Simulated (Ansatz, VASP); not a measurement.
One calculation of Ga, two programs

The input INCAR:

```
  PREC = Accurate
  ENCUT = 520
  EDIFF = 1E-6
  ISMEAR = -1
  SIGMA = 0.05
  LREAL = F
  LASPH = T
  NELM = 100
  ALGO = Fast
  ISIF = 2
  LWAVE = F
  LCHARG = F
  GGA = CA
  NBANDS = 20
```

KPOINTS

```
regular mesh
0
Gamma
  10 10 8
```

The input POSCAR:

```
Ga
1.0
    1.3737178411     -3.9994756958      0.0000000000
    1.3737178411      3.9994756958      0.0000000000
   -0.1166592328      0.0000000000      3.3075802485
Ga
2
Direct
    0.1310000000      0.8690000000      0.7500000000
    0.8690000000      0.1310000000      0.2500000000
```

Contents of input.yaml:

```yaml
crystal:
  lattice:
    - [1.3737178411, -3.9994756958, 0.0]
    - [1.3737178411, 3.9994756958, 0.0]
    - [-0.1166592328, 0.0, 3.3075802485]
  atoms:
    - { symbol: Ga, position: [0.131, 0.869, 0.75] }
    - { symbol: Ga, position: [0.869, 0.131, 0.25] }
hamiltonian:
  xc: lda
  pseudopotentials: { kind: paw }
kpoints:
  mp_grid: { grid: [10, 10, 8] }
scf:
  occupations: { method: fermi_dirac, width: 0.05 }
output:
  forces: true
  stress: true
  eigenvalues: true
```

Alike in both runs: task single point; functional LDA; k mesh 10 × 10 × 8; occupations fermi-dirac, width 0.05 eV; no spin polarisation.

|  | VASP | Ansatz |
| --- | --- | --- |
| version | VASP 6.6.1 | Ansatz 0.2.0 |
| potentials or method | VASP PAW LDA potentials, release 64 (Ga_d) | Ansatz PAW |
| plane-wave cutoff (eV) | 520 | 420 |
| valence electrons in the cell | 26 | 26 |

Ansatz gave:

* gap on the k mesh at the Fermi level (eV): none
* pressure (GPa): -3.0
* traceless stress, the component that is largest in VASP (GPa): 0.54
* rms of the force components (eV/Å): 0.109

Problem. Which values does VASP return?

Solution. gap on the k mesh at the Fermi level (eV): none; pressure (GPa): -3.0; traceless stress, the component that is largest in VASP (GPa): 0.56; rms of the force components (eV/Å): 0.111.

LDA's correlation is that of Perdew and Zunger in VASP and of Perdew and Wang (1992) in Ansatz. Atom by atom the forces differ by 0.002 eV/Å (rms over components). A gap of «none» marks a metal or a gap that the smearing closes.
